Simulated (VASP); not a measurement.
Here is a VASP 6.6.1 calculation.

The input INCAR:

```
SYSTEM = PbO
PREC = Accurate
ENCUT = 600
EDIFF = 1E-6
ISMEAR = 0
SIGMA = 0.05
LREAL = .False.
LASPH = .True.
NELM = 80
ALGO = Normal
ISIF = 4
LWAVE = .False.
LCHARG = .False.
GGA = PE
IBRION = 2
NSW = 60
EDIFFG = -0.01
```

Contents of KPOINTS:

```
regular mesh
0
Gamma
  12 12 10
  0 0 0
```

Contents of POSCAR:

```
PbO
1.0
    3.4916645257      0.0000000000      0.0000000000
   -1.7458322628      3.0238701807      0.0000000000
    0.0000000000      0.0000000000      3.2512905176
Pb O
1 1
Direct
    0.0000000000      0.0000000000      0.0000000000
    0.6666666667      0.3333333333      0.5000000000
```

Potentials or basis: VASP PAW PBE potentials, release 64 (Pb_d, O).

Launch:

```bash
$ cat potpaw_PBE.64/Pb_d/POTCAR potpaw_PBE.64/O/POTCAR > POTCAR
$ mpirun -np 1 vasp_std > vasp.out
```

Question: What does it give for the band gap on the k mesh?

Answer: Zero (bands 10 and 11 overlap by 0.03 eV).

Final structure:
```cif
data_structure
_symmetry_space_group_name_H-M 'P 1'
_symmetry_Int_Tables_number 1
_cell_length_a 3.4871
_cell_length_b 3.4871
_cell_length_c 3.2597
_cell_angle_alpha 90.000
_cell_angle_beta 90.000
_cell_angle_gamma 120.000
_cell_volume 34.33
loop_
_atom_site_label
_atom_site_type_symbol
_atom_site_fract_x
_atom_site_fract_y
_atom_site_fract_z
_atom_site_occupancy
Pb1 Pb 0.00000 0.00000 0.00000 1
O1 O 0.66667 0.33333 0.50000 1
```

Caveat: semilocal functionals underestimate gaps, so a narrow gap can read as zero; spin-orbit coupling is left out, which moves the levels of the heavy elements.
